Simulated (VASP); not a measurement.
# C in VASP: a series of runs

The runs below take C through single point, with PBE+D3(BJ).

Program: VASP 6.6.1. These are calculated values, not measurements. Logs are shortened: lines on timing, memory, paths and dates and some standing lists are left out, and cuts for length are marked.

## 1. The cell of the first run

The cell holds a slab with vacuum, 2 atoms: a = 2.518 Å, b = 2.518 Å, c = 26.002 Å, α = 90.00°, β = 90.00°, γ = 120.00°.

## 2. Single point, PBE+D3(BJ)

INCAR

```
ALGO     = Normal         # electronic algorithm
DIPOL    = 0.5 0.5 0.500
EDIFF    = 1E-7           # SCF threshold, eV
ENCUT    = 520            # plane-wave cutoff, eV
GGA      = PE             # functional
IDIPOL   = 3            
ISIF     = 2              # what is computed and relaxed
ISMEAR   = 0              # smearing method
IVDW     = 12             # dispersion correction
LASPH    = True           # aspherical terms in the spheres
LCHARG   = False          # write CHGCAR
LDIPOL   = True         
LREAL    = False          # projectors in reciprocal space
LWAVE    = False          # write WAVECAR
NBANDS   = 11             # bands
NELM     = 80             # most SCF steps
PREC     = Accurate       # precision mode
SIGMA    = 0.1            # smearing width, eV
```

KPOINTS

```
k-points
0
Gamma
  21 21 1
```

POSCAR

```
C
1.0
    2.5180000000      0.0000000000      0.0000000000
   -1.2590000000      2.1806519667      0.0000000000
    0.0000000000      0.0000000000     26.0024170307
C
2
Direct
    0.6666666667      0.3333333333      0.5192289817
    0.3333333333      0.6666666667      0.4807710183
```

Potentials or basis: VASP PAW PBE potentials, release 64 (C).

Started as:

```bash
$ cat potpaw_PBE.64/C/POTCAR > POTCAR
$ mpirun -np 1 vasp_std > vasp.out
```

OUTCAR:

```text
EDIFF = 1E-7
   ENCUT = 520
   GGA = PE
   ISIF = 2
   ISMEAR = 0
   IVDW = 12
   LASPH = True
   LREAL = False
   NELM = 80
   PREC = Accurate
 IVDW          = 12

 ion  position               nearest neighbor table
   1  0.667  0.333  0.519-   2 1.76   2 1.76   2 1.76
   2  0.333  0.667  0.481-   1 1.76   1 1.76   1 1.76

  LATTYP: Found a hexagonal cell.
 ALAT       =     2.5180000000
 C/A-ratio  =    10.3266151830

  Lattice vectors:

 A1 = (   2.5180000000,   0.0000000000,   0.0000000000)
 A2 = (  -1.2590000000,   2.1806519667,   0.0000000000)
 A3 = (   0.0000000000,   0.0000000000,  26.0024170307)

Analysis of symmetry for initial positions (statically):
=====================================================================
 Subroutine PRICEL returns:
 Original cell was already a primitive cell.

 Routine SETGRP: Setting up the symmetry group for a
 hexagonal supercell.

 Subroutine GETGRP returns: Found 12 space group operations
 (whereof 12 operations were pure point group operations)
 out of a pool of 24 trial point group operations.

The static configuration has the point symmetry D_3d.

Analysis of symmetry for dynamics (positions and initial velocities):
=====================================================================
 Subroutine PRICEL returns:
 Original cell was already a primitive cell.

 Routine SETGRP: Setting up the symmetry group for a
 hexagonal supercell.

 Subroutine GETGRP returns: Found 12 space group operations
 (whereof 12 operations were pure point group operations)
 out of a pool of 24 trial point group operations.

The dynamic configuration has the point symmetry D_3d.

 Subroutine INISYM returns: Found 12 space group operations
 (whereof 12 operations are pure point group operations),
 and found     1 'primitive' translations

----------------------------------------------------------------------------------------

                                     Primitive cell

  volume of cell :     142.7762

  direct lattice vectors                    reciprocal lattice vectors
     2.518000000  0.000000000  0.000000000     0.397140588  0.229289225  0.000000000
    -1.259000000  2.180651967  0.000000000     0.000000000  0.458578451  0.000000000
     0.000000000  0.000000000 26.002417031     0.000000000  0.000000000  0.038457963

  length of vectors
     2.518000000  2.518000000 26.002417031     0.458578451  0.458578451  0.038457963

  position of ions in fractional coordinates (direct lattice)
     0.666666667  0.333333333  0.519228982
     0.333333333  0.666666667  0.480771018

  ion indices of the primitive-cell ions
   primitive index   ion index
[... 90 lines left out ...]
   EFERMI_NEDOS =   21; number of points for ismear=-14 and -15
   IALGO  =     38    algorithm
   IMIX   =      4    mixing-type and parameters
     AMIX     =   0.40;   BMIX     =  1.00
     AMIX_MAG =   1.60;   BMIX_MAG =  1.00
  volume/ion in A,a.u.               =      71.39       481.75
  Fermi-wavevector in a.u.,A,eV,Ry     =   0.626450  1.183818  5.339460  0.392439
  Thomas-Fermi vector in A             =   1.687707
   LORBIT       =      0    0 simple, 1 ext, 2 COOP (PROOUT), +10 PAW based schemes
   GGA     = PE    functional components
   LHFCALC =     F    Hartree Fock is set to
   AEXX    =    0.0000 exact exchange contribution
   IVDW    =    12    specifies the selected vdW correction
   LEPSILON=     F    determine dielectric tensor
   LRPA    =     F    only Hartree local field effects (RPA)
 non-spin polarized calculation
 Gauss-broadening in eV      SIGMA  =   0.10
  energy-cutoff  :      520.00
  volume of cell :      142.78
 maximum number of plane-waves:      3889
 NGX is ok and might be reduce to    20
   NGX =  9   NGY =  9   NGZ = 97

 number of electron       8.0000000 magnetization

 dipolmoment           0.000000      0.000000     -0.000000 electrons x Angstroem

 Free energy of the ion-electron system (eV)
  ---------------------------------------------------
  ext. energy  EPLUGINS =         0.00000000
  ---------------------------------------------------
  free energy    TOTEN  =       -11.44785441 eV

  energy without entropy =      -11.43859160  energy(sigma->0) =      -11.44322301

 E-fermi :  -4.8466     XC(G=0):  -1.9168

 val. band max:       -4.8482915762   @ k =   0.0952   0.0952   0.0000
 cond. band min:      -4.8332310474   @ k =   0.4286   0.0000   0.0000
 fundamental gap:      0.0150605288
 Fermi energy:        -4.8465824404

 k-point     1 :       0.0000    0.0000    0.0000
  band No.  band energies     occupation
      1     -21.0828      2.00000
      2     -11.5680      2.00000
      3      -5.3256      2.00000
      4      -2.6743      0.00000
      5      -2.6743      0.00000
      6       0.8364      0.00000
      7       1.0972      0.00000
      8       1.4693      0.00000
      9       1.7761      0.00000
     10       2.3267      0.00000
     11       2.3267      0.00000
[... 309 lines left out ...]
 k-point    24 :       0.1905    0.0952    0.0000
  band No.  band energies     occupation
      1     -19.5118      2.00000
      2     -10.1289      2.00000
      3      -7.5543      2.00000
      4      -5.1353      1.99996
      5      -4.3608      0.00000
      6       1.3639      0.00000
      7       2.7401      0.00000
      8       2.8846      0.00000
      9       3.1259      0.00000
     10       3.4737      0.00000
     11       3.7741      0.00000

 [... further k-points ...]

------------------------ aborting loop because EDIFF is reached ----------------------------------------

 vacuum level on the upper side and lower side of the slab       (xc-potential included)        -0.009        -0.009

 Edisp (eV)   -0.17421

 E8    (eV) :    -0.0544

  FORCE on cell =-STRESS in cart. coord.  units (eV):
  Direction    XX          YY          ZZ          XY          YZ          ZX
  --------------------------------------------------------------------------------------
  -------------------------------------------------------------------------------------
  Total      -1.48333    -1.48333    -7.86614     0.00000     0.00000     0.00000
  in kB     -16.64534   -16.64534   -88.27069     0.00000     0.00000     0.00000
  external pressure =      -40.52 kB  Pullay stress =        0.00 kB

 VOLUME and BASIS-vectors are now :
 -----------------------------------------------------------------------------
  energy-cutoff  :      520.00
  volume of cell :      142.78
      direct lattice vectors                 reciprocal lattice vectors
     2.518000000  0.000000000  0.000000000     0.397140588  0.229289225  0.000000000
    -1.259000000  2.180651967  0.000000000     0.000000000  0.458578451  0.000000000
     0.000000000  0.000000000 26.002417031     0.000000000  0.000000000  0.038457963

 POSITION                                       TOTAL-FORCE (eV/Angst)
 -----------------------------------------------------------------------------------
      1.25900      0.72688     13.50121         0.000000      0.000000     -7.856885
     -0.00000      1.45377     12.50121        -0.000000     -0.000000      7.856885
 -----------------------------------------------------------------------------------
    total drift:                                0.000000      0.000000     -0.000000

  FREE ENERGIE OF THE ION-ELECTRON SYSTEM (eV)
  ---------------------------------------------------
  free  energy   TOTEN  =       -11.6220662703 eV

  energy  without entropy=      -11.6128034579  energy(sigma->0) =      -11.61743486

 vacuum level on the upper side and lower side of the slab         1.254         1.254
```

OSZICAR:

```text
N       E                     dE             d eps       ncg     rms          rms(c)
DAV:   1     0.506845355550E+02    0.50685E+02   -0.28711E+03  1056   0.509E+02
DAV:   2    -0.677259998933E+01   -0.57457E+02   -0.49183E+02  1771   0.942E+01
DAV:   3    -0.114964855397E+02   -0.47239E+01   -0.45234E+01  1579   0.351E+01
[... 13 lines left out ...]
DAV:  17    -0.114478512462E+02   -0.11405E-04   -0.87347E-07  1445   0.161E-03    0.351E-04
DAV:  18    -0.114478528589E+02   -0.16127E-05   -0.16805E-08  1490   0.384E-04    0.173E-04
DAV:  19    -0.114478542496E+02   -0.13907E-05   -0.34212E-08  1299   0.349E-04    0.522E-05
DAV:  20    -0.114478543874E+02   -0.13779E-06   -0.13995E-09  1151   0.110E-04    0.235E-05
DAV:  21    -0.114478544115E+02   -0.24062E-07   -0.46208E-10  1050   0.619E-05
   1 F= -.11622066E+02 E0= -.11617435E+02  d E =-.926281E-02
```

stdout:

```text
POSCAR found type information on POSCAR C
 POSCAR found :  1 types and       2 ions
 scaLAPACK will be used
 LDA part: xc-table for (Slater+PW92), standard interpolation
 POSCAR, INCAR and KPOINTS ok, starting setup
 FFT: planning ... GRIDC
 FFT: planning ... GRID_SOFT
 FFT: planning ... GRID
 WAVECAR not read
 entering main loop
```

Run time: 51 s. Hardware: 1 thread of Intel Xeon 6975P-C (Granite Rapids), shared host; peak memory 0.28 GiB.

What came out:

```yaml
Free_energy: -11.6221 eV
Largest_force: 7.857 eV/Å
Band_gap_on_the_k_mesh: zero (band 4 reaches -2.67 eV, above the bottom of band 5 at -5.49 eV)
Dispersion_energy_per_atom: -0.087 eV
```

Forces on the atoms (eV/Å):
```
C    0.000  0.000 -7.857
C    0.000  0.000  7.857
```

## 3. Single point, PBE+D3(BJ)

This run uses another cell than the first one, of 74.14 Å³/atom, 1.038 times its volume.

INCAR

```
ALGO = Normal ; DIPOL = 0.5 0.5 0.500
EDIFF = 1E-6 ; ENCUT = 520
GGA = PE ; IDIPOL = 3
ISIF = 2 ; ISMEAR = 0
IVDW = 12 ; LASPH = True
LCHARG = False ; LDIPOL = True
LREAL = False ; LWAVE = False
NBANDS = 11 ; NELM = 100
PREC = Accurate ; SIGMA = 0.1
```

KPOINTS is that of step 2.

POSCAR

```
C
1.0
    2.5660000000      0.0000000000      0.0000000000
   -1.2830000000      2.2222211861      0.0000000000
    0.0000000000      0.0000000000     26.0024170307
C
2
Direct
    0.6666666667      0.3333333333      0.5054994888
    0.3333333333      0.6666666667      0.4945005112
```

Potentials or basis: VASP PAW PBE potentials, release 64 (C).

Started as:

```bash
$ cat potpaw_PBE.64/C/POTCAR > POTCAR
$ mpirun -np 1 vasp_std > vasp.out
```

OUTCAR:

```text
EDIFF = 1E-6
   ENCUT = 520
   GGA = PE
   ISIF = 2
   ISMEAR = 0
   IVDW = 12
   LASPH = True
   LREAL = False
   NELM = 100
   PREC = Accurate
 IVDW          = 12

 ion  position               nearest neighbor table
   1  0.667  0.333  0.505-   2 1.51   2 1.51   2 1.51
   2  0.333  0.667  0.495-   1 1.51   1 1.51   1 1.51

  LATTYP: Found a hexagonal cell.
 ALAT       =     2.5660000000
 C/A-ratio  =    10.1334438935

  Lattice vectors:

 A1 = (   2.5660000000,   0.0000000000,   0.0000000000)
 A2 = (  -1.2830000000,   2.2222211861,   0.0000000000)
[... 531 lines left out ...]

  FORCE on cell =-STRESS in cart. coord.  units (eV):
  Direction    XX          YY          ZZ          XY          YZ          ZX
  --------------------------------------------------------------------------------------
  -------------------------------------------------------------------------------------
  Total      -4.58690    -4.58690    -1.35699     0.00000     0.00000     0.00000
  in kB     -49.56467   -49.56467   -14.66321     0.00000     0.00000     0.00000
  external pressure =      -37.93 kB  Pullay stress =        0.00 kB

 VOLUME and BASIS-vectors are now :
 -----------------------------------------------------------------------------
  energy-cutoff  :      520.00
  volume of cell :      148.27
      direct lattice vectors                 reciprocal lattice vectors
     2.566000000  0.000000000  0.000000000     0.389711613  0.225000105  0.000000000
    -1.283000000  2.222221186  0.000000000     0.000000000  0.450000210  0.000000000
     0.000000000  0.000000000 26.002417031     0.000000000  0.000000000  0.038457963

 POSITION                                       TOTAL-FORCE (eV/Angst)
 -----------------------------------------------------------------------------------
      1.28300      0.74074     13.14421         0.000000     -0.000000     -4.710751
     -0.00000      1.48148     12.85821        -0.000000      0.000000      4.710751
 -----------------------------------------------------------------------------------
    total drift:                               -0.000000      0.000000      0.000000

  FREE ENERGIE OF THE ION-ELECTRON SYSTEM (eV)
  ---------------------------------------------------
  free  energy   TOTEN  =       -17.7523560135 eV

  energy  without entropy=      -17.7518442769  energy(sigma->0) =      -17.75210015

 vacuum level on the upper side and lower side of the slab         1.101         1.101
```

OSZICAR:

```text
N       E                     dE             d eps       ncg     rms          rms(c)
DAV:   1     0.575007091520E+02    0.57501E+02   -0.29127E+03  1056   0.503E+02
DAV:   2    -0.121023868202E+02   -0.69603E+02   -0.58314E+02  1598   0.102E+02
DAV:   3    -0.182527874193E+02   -0.61504E+01   -0.61417E+01  1475   0.426E+01
[... 12 lines left out ...]
DAV:  16    -0.175833314781E+02   -0.62351E-05   -0.26322E-07  1532   0.188E-03    0.959E-04
DAV:  17    -0.175833473447E+02   -0.15867E-04   -0.24179E-07  1229   0.181E-03    0.479E-04
DAV:  18    -0.175833492967E+02   -0.19521E-05   -0.76150E-09  1421   0.488E-04    0.211E-04
DAV:  19    -0.175833508407E+02   -0.15440E-05   -0.16476E-08  1201   0.351E-04    0.715E-05
DAV:  20    -0.175833511887E+02   -0.34794E-06   -0.31987E-09  1324   0.163E-04
   1 F= -.17752356E+02 E0= -.17752100E+02  d E =-.511737E-03
```

stdout:

```text
POSCAR found type information on POSCAR C
 POSCAR found :  1 types and       2 ions
 scaLAPACK will be used
 LDA part: xc-table for (Slater+PW92), standard interpolation
 POSCAR, INCAR and KPOINTS ok, starting setup
 FFT: planning ... GRIDC
 FFT: planning ... GRID_SOFT
 FFT: planning ... GRID
 WAVECAR not read
 entering main loop
```

Run time: 45 s. Hardware: 1 thread of Intel Xeon 6975P-C (Granite Rapids), shared host; peak memory 0.28 GiB.

Results:

| Quantity | Value |
| --- | --- |
| Free energy | -17.7524 eV |
| Largest force | 4.711 eV/Å |
| Band gap on the k mesh | zero (filled and empty bands touch) |
| Dispersion energy per atom | -0.085 eV |

Forces on the atoms (eV/Å):
```
C    0.000  0.000 -4.711
C    0.000  0.000  4.711
```

Levels at points of the mesh, in eV from the Fermi level:
```tsv
k point	band 1	band 2	band 3	band 4	band 5	band 6	band 7	band 8	band 9
(0.00, 0.00, 0.00)	-18.17	-6.54	-2.28	-2.28	3.31	4.58	4.83	5.32	5.47
```

## 4. Single point, PBE+D3(BJ)

This run uses another cell than the first one, of 74.14 Å³/atom, 1.038 times its volume.

INCAR

```
SYSTEM = C
PREC = Accurate
ENCUT = 520
EDIFF = 1E-6
ISMEAR = 0
SIGMA = 0.1
LREAL = .FALSE.
LASPH = .TRUE.
NELM = 80
ALGO = Normal
ISIF = 2
LWAVE = .FALSE.
LCHARG = .FALSE.
LDIPOL = .TRUE.
IDIPOL = 3
DIPOL = 0.5 0.5 0.500
GGA = PE
IVDW = 12
NBANDS = 11
```

KPOINTS

```
regular mesh
0
G
  21 21 1
  0 0 0
```

POSCAR

```
C
1.0
    2.5660000000      0.0000000000      0.0000000000
   -1.2830000000      2.2222211861      0.0000000000
    0.0000000000      0.0000000000     26.0024170307
C
2
Direct
    0.6666666667      0.3333333333      0.5109797485
    0.3333333333      0.6666666667      0.4890202515
```

Started as:

```bash
$ cat potpaw_PBE.64/C/POTCAR > POTCAR
$ mpirun -np 1 vasp_std > vasp.out
```

Wall time 47 s (1 thread of Intel Xeon 6975P-C (Granite Rapids), shared host); peak memory 0.28 GiB.

Results (log left out):

```yaml
Free_energy: -15.7561 eV
Largest_force: 9.228 eV/Å
Band_gap_on_the_k_mesh: zero (filled and empty bands touch)
Dispersion_energy_per_atom: -0.084 eV
```

Forces in eV/Å, atoms in the order of the input:
```
C    0.000  0.000 -9.228
C    0.000  0.000  9.228
```

Levels at points of the mesh, in eV from the Fermi level:
```
           k point  band 1  band 2  band 3  band 4  band 5  band 6  band 7  band 8
(0.00, 0.00, 0.00)  -17.01   -6.00   -0.26   -0.26    2.09    5.01    5.21    5.64
```

(Part 1 of 2 ends here.)
